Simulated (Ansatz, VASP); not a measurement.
**W in VASP and in Ansatz**

```
CELL_PARAMETERS angstrom
2.75702 0.00000 0.00000
-0.91901 2.59934 0.00000
0.00000 0.00000 17.50220
ATOMIC_POSITIONS crystal
W 0.00000 0.00000 0.37528
W 0.50000 0.50000 0.50000
W 0.00000 0.00000 0.62472
```

Alike in both runs: functional PBE; k mesh 13 × 13 × 1; occupations fermi-dirac, width 0.1 eV; no spin polarisation.

Ansatz relaxed the structure, and its values are those at the end. VASP's run is a single point on that final structure, the one shown.

|  | VASP | Ansatz |
| --- | --- | --- |
| version | VASP 6.6.1 | Ansatz 0.2.0 |
| potentials or method | VASP PAW PBE potentials, release 64 (W_sv) | PAW with Ansatz's default frozen-core files, scalar-relativistic |
| plane-wave cutoff (eV) | 400 | 420 |
| valence electrons in the cell | 42 | 42 |

|  | VASP | Ansatz | Ansatz less VASP |
| --- | --- | --- | --- |
| rms of the force components (eV/Å) | 0.015 | 0.000 | -0.0151 |

The functional is the same, so the differences come from potentials, cutoffs and numerics. Ansatz's warnings: stress scf threshold loose, vacuum density over bound.

Neither program's run includes spin-orbit coupling.
